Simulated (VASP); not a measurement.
Runs of VASP 6.6.1 on Zr. The structure is that of space group Im-3m (No. 229), or close to it. The cells are those of the table. This isn't the form of Zr at room conditions, which is hcp.

| task | cell | k mesh | cutoff (eV) | gap on the mesh (eV) | pressure (GPa) | relaxed volume (Å³/atom) |
| --- | --- | --- | --- | --- | --- | --- |
| single point | a = 2.959 Å, angles 109.5°, 1 atom | 8 × 8 × 8 | 520 | none | 10.7 | - |
| single point | a = 3.049 Å, angles 109.5°, 1 atom | 16 × 16 × 16 | 520 | none | 0.1 | - |
| single point | a = 3.061 Å, angles 109.5°, 1 atom | 8 × 8 × 8 | 520 | none | (a) | - |
| relaxation of cell and atoms | relaxed from a = 2.959 Å, angles 109.5°, 1 atom | 8 × 8 × 8 | 600 | none | -0.1 | (b) |
| relaxation of cell and atoms | relaxed from a = 3.061 Å, angles 109.5°, 1 atom | 16 × 16 × 16 | 600 | none | 0.0 | 21.85 |

Alike in all rows: level PBEsol; potentials or basis VASP PAW PBE potentials, release 64 (Zr_sv); no spin polarisation; smearing gaussian 0.1 eV.

Task: Fill in the values left out.

Result: (a) -0.3; (b) 22.02.

Caveats: the PAW data sets were made with another functional, which shifts forces and pressure a little; the cell stands under pressure (at least some runs).

A k mesh can miss the band edges, and the runs leave out spin-orbit coupling on Zr.

A gap of «none» marks levels without a gap at the run's occupations.
